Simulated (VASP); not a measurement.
The system is AlCu3.

```xyz
4
Lattice="0.0000 2.9272 2.9272 2.9272 0.0000 2.9272 2.9272 2.9272 0.0000" Properties=species:S:1:pos:R:3 pbc="T T T"
Al    0.0000    0.0000    0.0000
Cu    2.9272    2.9272    2.9272
Cu    1.4636    1.4636    1.4636
Cu    4.3908    4.3908    4.3908
```

- Program: VASP 6.6.1
- Task: relaxation of cell and atoms
- Functional: LDA
- Potentials or basis: VASP PAW LDA potentials, release 64 (Al, Cu)
- Cutoff: 600 eV
- k mesh: 12 × 12 × 12
- Occupations: gaussian, width 0.1 eV
- Spin: no spin polarisation

At the start: pressure -10.4 GPa; volume 12.54 Å³/atom.

Problem. Where does the relaxation end?

Solution. Over 3 steps the energy falls by 32.6 meV/atom and the volume is 11.62 Å³/atom (-7.4 %); space group Fm-3m (No. 225, to 0.05 Å).

The path:
```tsv
step	energy change (eV)	largest force (eV/Å)	pressure (GPa)	volume (Å³)
1	0.0000	0.0000	-10.44	50.16
2	-0.0824	0.0000	8.20	44.46
3	-0.1303	0.0000	0.06	46.46
```

Final structure:
```
Al Cu
1.0
     0.00000    2.85339    2.85339
     2.85339    0.00000    2.85339
     2.85339    2.85339    0.00000
Al Cu
1 3
Direct
  0.00000 0.00000 0.00000
  0.50000 0.50000 0.50000
  0.25000 0.25000 0.25000
  0.75000 0.75000 0.75000
```
